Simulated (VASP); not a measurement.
Input of a VASP 6.6.1 run:

POSCAR

```
WSe2
1.0
    3.4138568710      0.0000000000      0.0000000000
   -1.7069284355      2.9564867752      0.0000000000
    0.0000000000      0.0000000000     28.9060882436
W Se
3 6
Direct
    0.6666666667      0.3333333333      0.0000000000
    0.3333333333      0.6666666667      0.7699395294
    0.3333333333      0.6666666667      0.2300604706
    0.3333333333      0.6666666667      0.0557735259
    0.6666666667      0.3333333333      0.8257181867
    0.6666666667      0.3333333333      0.2857987534
    0.3333333333      0.6666666667      0.9442264741
    0.6666666667      0.3333333333      0.7142012466
    0.6666666667      0.3333333333      0.1742818133
```

File INCAR.step1:

```
PREC = Accurate
ENCUT = 520
ISMEAR = 0
SIGMA = 0.05
LREAL = False
LASPH = True
NELM = 60
NBANDS = 49
GGA = PE
ALGO = Normal
EDIFF = 1E-4
LWAVE = True
LCHARG = False
```

File INCAR.step2:

```
PREC = Accurate
ENCUT = 520
EDIFF = 1E-6
ISMEAR = 0
SIGMA = 0.05
LREAL = False
LASPH = True
NELM = 60
ALGO = Normal
ISIF = 2
LWAVE = False
LCHARG = True
METAGGA = R2SCAN
LMIXTAU = True
LELF = True
LVHAR = True
NBANDS = 49
ISTART = 1
```

The input KPOINTS:

```
Automatic mesh
0
Gamma
  12 12 1
```

Potentials or basis: VASP PAW PBE potentials, release 64 (W_sv, Se).

Launch:

```sh
$ cat potpaw_PBE.64/W_sv/POTCAR potpaw_PBE.64/Se/POTCAR > POTCAR
$ cp INCAR.step1 INCAR
$ mpirun -np 1 vasp_std > vasp.out
$ cp INCAR.step2 INCAR
$ mpirun -np 1 vasp_std > vasp.out
```

**Question.** Estimate the largest force.

**Answer.** 0.334 eV/Å.

**Question.** Estimate the band gap on the k mesh.

**Answer.** 0.76 eV (least direct gap 1.24 eV).

Forces in eV/Å, atoms in the order of the input:
```
W    0.000  0.000  0.000
W    0.000  0.000 -0.002
W    0.000  0.000  0.002
Se   0.000  0.000  0.317
Se   0.000  0.000  0.316
Se   0.000  0.000  0.334
Se   0.000  0.000 -0.317
Se   0.000  0.000 -0.334
Se   0.000  0.000 -0.316
```

Caveat: the cell differs from its parent crystal (strain +0.030 along x and y, -0.030 along z); there is no dipole correction, which matters where the two faces differ; the PAW data sets were made with another functional, which shifts forces and pressure a little; spin-orbit coupling is left out, which moves the levels of the heavy elements.
